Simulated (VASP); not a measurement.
Here is a VASP 6.6.1 calculation.

File INCAR:

```
SYSTEM = GaN
PREC = Accurate
ENCUT = 520
EDIFF = 1E-6
ISMEAR = 0
SIGMA = 0.05
LREAL = .False.
LASPH = .True.
NELM = 80
ALGO = Normal
ISIF = 2
LWAVE = .False.
LCHARG = .True.
GGA = PE
LELF = .True.
LVHAR = .True.
NBANDS = 26
```

The input KPOINTS:

```
Automatic mesh
0
Gamma
  12 12 6
  0 0 0
```

Contents of POSCAR:

```
GaN
1.0
    3.1004996690      0.0000000000      0.0000000000
   -1.5502498345      2.6851114777      0.0000000000
    0.0000000000      0.0000000000      5.1660000000
Ga N
2 2
Direct
    0.3333333333      0.6666666667      0.0000000000
    0.6666666667      0.3333333333      0.5000000000
    0.3333333333      0.6666666667      0.3750000000
    0.6666666667      0.3333333333      0.8750000000
```

Potentials or basis: VASP PAW PBE potentials, release 64 (Ga_d, N).

Launch:

```sh
$ cat potpaw_PBE.64/Ga_d/POTCAR potpaw_PBE.64/N/POTCAR > POTCAR
$ mpirun -np 1 vasp_std > vasp.out
```

Q: What does it give for the pressure?

A: 18.8 GPa.

Q: What does it give for the band gap on the k mesh?

A: 2.23 eV, direct.

Forces in eV/Å, atoms in the order of the input:
```
Ga   0.000  0.000  0.203
Ga   0.000  0.000  0.203
N    0.000  0.000 -0.203
N    0.000  0.000 -0.203
```

Caveat: the cell differs from its parent crystal (strain -0.025 along x and y, +0.000 along z).
